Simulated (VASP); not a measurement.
Set up this calculation in VASP 6.6.1, as the native input.

| Item | Value |
| --- | --- |
| Task | single point |
| Functional | PBE |
| Potentials or basis | VASP PAW PBE potentials, release 64 (K_sv, S) |
| Cutoff | 500 eV |
| k mesh | 4 × 4 × 4 |
| Occupations | gaussian, width 0.01 eV |
| Spin | no spin polarisation |
| Dipole correction | no |
| Further INCAR settings | ALGO = Normal; EDIFF = 1e-06; NBANDS = 19 |

The structure of K2S lies in POSCAR:

```
K2S
1.0
    0.0000000000      3.7027186909      3.7027186909
    3.7027186909      0.0000000000      3.7027186909
    3.7027186909      3.7027186909      0.0000000000
K S
2 1
Direct
    0.2500000000      0.2500000000      0.2500000000
    0.7500000000      0.7500000000      0.7500000000
    0.0000000000      0.0000000000      0.0000000000
```

These files were run (other wordings do the same):

INCAR

```
PREC     = Accurate       # precision mode
ENCUT    = 500            # plane-wave cutoff, eV
EDIFF    = 1E-6           # SCF threshold, eV
ISMEAR   = 0              # smearing method
SIGMA    = 0.01           # smearing width, eV
LREAL    = False          # projectors in reciprocal space
LASPH    = True           # aspherical terms in the spheres
NELM     = 120            # most SCF steps
ALGO     = Normal         # electronic algorithm
ISIF     = 2              # what is computed and relaxed
LWAVE    = False          # write WAVECAR
LCHARG   = False          # write CHGCAR
GGA      = PE             # functional
NBANDS   = 19             # bands
GGA_COMPAT= False
```

KPOINTS

```
Automatic mesh
0
Gamma
  4 4 4
```

Potentials or basis: VASP PAW PBE potentials, release 64 (K_sv, S).

Launch:

```sh
$ cat potpaw_PBE.64/K_sv/POTCAR potpaw_PBE.64/S/POTCAR > POTCAR
$ mpirun -np 1 vasp_std > vasp.out
```

Results of the run:

```
Pressure               : 0.5 GPa
Band gap on the k mesh : 2.38 eV, indirect (least direct gap 2.57 eV)
```

Run time: 20 s on 1 thread of Intel(R) Xeon(R) Platinum 8259CL CPU @ 2.50GHz (Skylake/Cascade Lake) (shared host), peak memory 0.23 GiB.
